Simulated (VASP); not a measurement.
Set up this calculation in VASP 6.6.1, as the native input.

```
Task                   : single point
Functional             : PBE
Potentials or basis    : VASP PAW PBE potentials, release 64 (K_sv, Br)
Cutoff                 : 520 eV
k mesh                 : 6 × 6 × 6
Occupations            : gaussian, width 0.01 eV
Spin                   : no spin polarisation
Dipole correction      : no
Further INCAR settings : ALGO = Normal; EDIFF = 1e-07; NBANDS = 15
```

The structure of KBr lies in POSCAR:

```
KBr
1.0
    3.9609554510      0.0000000000      0.0000000000
    0.0000000000      3.9609554510      0.0000000000
    0.0000000000      0.0000000000      3.9609554510
K Br
1 1
Direct
    0.0000000000      0.0000000000      0.0000000000
    0.5000000000      0.5000000000      0.5000000000
```

One way to write it, as run:

INCAR

```
SYSTEM = KBr
ALGO     = Normal         ! electronic algorithm
EDIFF    = 1E-7           ! SCF threshold, eV
ENCUT    = 520            ! plane-wave cutoff, eV
GGA      = PE             ! functional
ISIF     = 2              ! what is computed and relaxed
ISMEAR   = 0              ! smearing method
LASPH    = .TRUE.         ! aspherical terms in the spheres
LCHARG   = .TRUE.         ! write CHGCAR
LELF     = .TRUE.         ! ELF
LREAL    = .FALSE.        ! projectors in reciprocal space
LVHAR    = .TRUE.       
LWAVE    = .FALSE.        ! write WAVECAR
NBANDS   = 15             ! bands
NELM     = 100            ! most SCF steps
PREC     = Accurate       ! precision mode
SIGMA    = 0.01           ! smearing width, eV
```

KPOINTS

```
k-points
0
G
  6 6 6
  0 0 0
```

Potentials or basis: VASP PAW PBE potentials, release 64 (K_sv, Br).

Command:

```console
$ cat potpaw_PBE.64/K_sv/POTCAR potpaw_PBE.64/Br/POTCAR > POTCAR
$ mpirun -np 1 vasp_std > vasp.out
```

It gave:

```
Pressure               : 1.1 GPa
Band gap on the k mesh : 4.06 eV (least direct gap 4.34 eV)
```

Run time: 30 s on 1 thread of Intel Xeon 8259CL (shared host), peak memory 0.17 GiB.
